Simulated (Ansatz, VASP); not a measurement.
InSb in VASP and in Ansatz

```
CELL_PARAMETERS angstrom
0.00000 3.45435 2.76767
3.00353 0.00000 2.76767
3.00353 3.45435 0.00000
ATOMIC_POSITIONS crystal
In 0.00000 0.00000 0.00000
Sb 0.50000 0.50000 0.50000
```

Change from the starting cell: strain +e along x and -e along y -0.0733, strain +e along z and -e/2 along x and y -0.1000.

Alike in both runs: task single point; functional PBE; k mesh 12 × 12 × 12; occupations gaussian, width 0.15 eV; no spin polarisation.

```csv
,VASP,Ansatz
version,VASP 6.6.1,Ansatz 0.2.0
potentials or method,"VASP PAW PBE potentials, release 64 (In_d, Sb), cutoff 520 eV","scalar-relativistic, plane waves, PAW"
valence electrons in the cell,18,28
```

```tsv
	VASP	Ansatz	Ansatz less VASP
gap on the k mesh at the Fermi level (eV)	none	none	-
pressure (GPa)	4.6	4.7	+0.04
traceless stress, the component that is largest in VASP (GPa)	11.06	11.08	+0.025
```

A gap of «none» marks a metal or a gap that the smearing closes. VASP's potentials hold 18 valence electrons a cell and Ansatz's 28, so a difference there can come from the potentials and not from the codes.

Neither program's run includes spin-orbit coupling.
